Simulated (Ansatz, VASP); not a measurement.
# Two plane-wave programs on TiC2

The input POSCAR:

```
TiC2
1.0
    0.0000000000      3.4191742631      3.4191742631
    3.4191742631      0.0000000000      3.4191742631
    3.4191742631      3.4191742631      0.0000000000
Ti C
2 4
Direct
    0.5000000000      0.5000000000      0.5000000000
    0.7500000000      0.7500000000      0.7500000000
    0.6250000000      0.6250000000      0.6250000000
    0.1250000000      0.6250000000      0.6250000000
    0.6250000000      0.6250000000      0.1250000000
    0.6250000000      0.1250000000      0.6250000000
```

Contents of INCAR.step1:

```
SYSTEM = TiC2
ALGO = Normal
EDIFF = 1E-4
ENCUT = 600
GGA = PE
ISMEAR = 0
LASPH = .TRUE.
LCHARG = .FALSE.
LREAL = .FALSE.
LWAVE = .TRUE.
NELM = 100
PREC = Accurate
SIGMA = 0.1
```

Contents of INCAR.step2:

```
SYSTEM = TiC2
ALGO = Normal
EDIFF = 1E-7
EDIFFG = -0.04
ENCUT = 600
IBRION = 2
ISIF = 3
ISMEAR = 0
ISTART = 1
LASPH = .TRUE.
LCHARG = .FALSE.
LMIXTAU = .TRUE.
LREAL = .FALSE.
LWAVE = .FALSE.
METAGGA = R2SCAN
NELM = 100
NSW = 90
PREC = Accurate
SIGMA = 0.1
```

The input KPOINTS:

```
k-points
0
G
  4 4 4
  0 0 0
```

Input for Ansatz:

```yaml
crystal:
  lattice:
    - [0.0, 3.4191742631, 3.4191742631]
    - [3.4191742631, 0.0, 3.4191742631]
    - [3.4191742631, 3.4191742631, 0.0]
  atoms:
    - { symbol: Ti, position: [0.5, 0.5, 0.5] }
    - { symbol: Ti, position: [0.75, 0.75, 0.75] }
    - { symbol: C, position: [0.625, 0.625, 0.625] }
    - { symbol: C, position: [0.125, 0.625, 0.625] }
    - { symbol: C, position: [0.625, 0.625, 0.125] }
    - { symbol: C, position: [0.625, 0.125, 0.625] }
basis:
  ecutwfc: 500
kpoints:
  mp_grid: { grid: [4, 4, 4] }
hamiltonian:
  xc: r2scan
scf:
  occupations: { method: gaussian, width: 0.1 }
  lower_state_search: "off"
output:
  forces: true
  stress: true
  eigenvalues: true
relax:
  adjacent_minimum: "off"
  f_tol: 0.04
  max_steps: 70
  cell: { stress_tol: 0.4 }
```

Alike in both runs: task relaxation of cell and atoms; functional r2SCAN; k mesh 4 × 4 × 4; occupations gaussian, width 0.1 eV; no spin polarisation.

|  | VASP | Ansatz |
| --- | --- | --- |
| version | VASP 6.6.1 | Ansatz 0.2.0 |
| potentials or method | VASP PAW PBE potentials, release 64 (Ti_sv, C), cutoff 600 eV | scalar-relativistic, plane waves, PAW |
| valence electrons in the cell | 40 | 40 |

VASP gave:

```
gap on the k mesh at the Fermi level, each at its own relaxed structure (eV) : none
relaxed volume (Å³/atom)                                                     : 31.96
relaxed cell length with the largest relative difference (Å)                 : 6.472
```

Q: What did Ansatz give for the same quantities?

A: gap on the k mesh at the Fermi level, each at its own relaxed structure (eV): none; relaxed volume (Å³/atom): 33.27; relaxed cell length with the largest relative difference (Å): 6.560.

VASP's potentials were made for PBE, not for r2SCAN. A gap of «none» marks a metal or a gap that the smearing closes.

The k mesh is coarse, so the values compare programs but aren't converged. Noted on VASP's run: the volume moved by over 15 % at a fixed basis, so the end points are rough.
